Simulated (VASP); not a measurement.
The system is As.

```
CELL_PARAMETERS angstrom
1.90361 1.09905 3.60816
-1.90361 1.09905 3.60816
0.00000 -2.19810 3.60816
ATOMIC_POSITIONS crystal
As 0.77371 0.77371 0.77371
As 0.22629 0.22629 0.22629
```

Base run:

- Program: VASP 6.6.1
- Functional: PBE
- Potentials or basis: VASP PAW PBE potentials, release 64 (As)
- Cutoff: 520 eV
- k mesh: 10 × 10 × 10
- Occupations: fermi-dirac, width 0.1 eV
- Spin: no spin polarisation

Its results: band gap on the k mesh zero (bands 5 and 6 overlap by 0.40 eV); pressure 0.3 GPa; largest force 0.049 eV/Å.

Task: The run is repeated on the same cell with these changes: k mesh from 10 × 10 × 10 to 3 × 3 × 3. What comes out?

Result: Band gap on the k mesh 1.30 eV (least direct gap 1.68 eV); pressure 0.5 GPa; largest force 0.235 eV/Å.

Caveats: some runs use coarse meshes; an odd mesh through Γ misses points on the zone boundary, where band edges can lie (at least some runs).
